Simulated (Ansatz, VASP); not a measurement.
# Zn: VASP beside Ansatz

The input INCAR:

```
SYSTEM = Zn
ALGO = Normal
EDIFF = 1E-8
ENCUT = 520
GGA = PS
ISIF = 2
ISMEAR = -1
LASPH = .True.
LCHARG = .False.
LEFG = .True.
LREAL = .False.
LWAVE = .False.
NBANDS = 19
NELM = 80
PREC = Accurate
SIGMA = 0.03
```

Contents of KPOINTS:

```
k-points
0
Gamma
  18 18 8
  0 0 0
```

The input POSCAR:

```
Zn
1.0
    2.6647980532      0.0000000000      0.0000000000
   -1.3323990266      2.3077828100      0.0000000000
    0.0000000000      0.0000000000      4.9467000000
Zn
2
Direct
    0.3333333333      0.6666666667      0.2500000000
    0.6666666667      0.3333333333      0.7500000000
```

Input for Ansatz:

```yaml
crystal:
  lattice:
    - [2.6647980532, 0.0, 0.0]
    - [-1.3323990266, 2.30778281, 0.0]
    - [0.0, 0.0, 4.9467]
  atoms:
    - { symbol: Zn, position: [0.3333333333, 0.6666666667, 0.25] }
    - { symbol: Zn, position: [0.6666666667, 0.3333333333, 0.75] }
kpoints:
  mp_grid: { grid: [18, 18, 8] }
  band_path:
    path:
      - [0.0, 0.0, 0.0]
      - [0.5, 0.0, 0.0]
      - [0.3333333333, 0.3333333333, 0.0]
      - [0.0, 0.0, 0.0]
      - [0.0, 0.0, 0.5]
      - [0.5, 0.0, 0.5]
      - [0.3333333333, 0.3333333333, 0.5]
      - [0.0, 0.0, 0.5]
      - [0.5, 0.0, 0.5]
    npoints: 14
scf:
  occupations: { method: fermi_dirac, width: 0.03 }
hamiltonian:
  xc: pbesol
  pseudopotentials: { kind: paw }
output:
  forces: true
  stress: true
  eigenvalues: true
  efg: { contact_densities: true }
  populations: true
  bader: true
  dos: { projected: true, de: 0.2, e_range: [-14, 8] }
  write_density: true
  write_potential: true
  elf: true
  volumetric_format: npy
```

Alike in both runs: task electric field gradients; functional PBEsol; k mesh 18 × 18 × 8; occupations fermi-dirac, width 0.03 eV; no spin polarisation.

|  | VASP | Ansatz |
| --- | --- | --- |
| version | VASP 6.6.1 | Ansatz 0.2.0 |
| potentials or method | VASP PAW PBE potentials, release 64 (Zn) | PAW with Ansatz's default frozen-core files, scalar-relativistic |
| plane-wave cutoff (eV) | 520 | 420 |
| valence electrons in the cell | 24 | 24 |

|  | VASP | Ansatz | Ansatz less VASP |
| --- | --- | --- | --- |
| pressure (GPa) | -5.0 | -5.4 | -0.35 |
| traceless stress, the component that is largest in VASP (GPa) | 1.30 | 1.43 | +0.125 |
| size of Vzz on the site where it differs most (V/Å²) | 34.9 | 34.6 | -0.30 |

VASP's potentials were made for PBE, not for PBEsol.
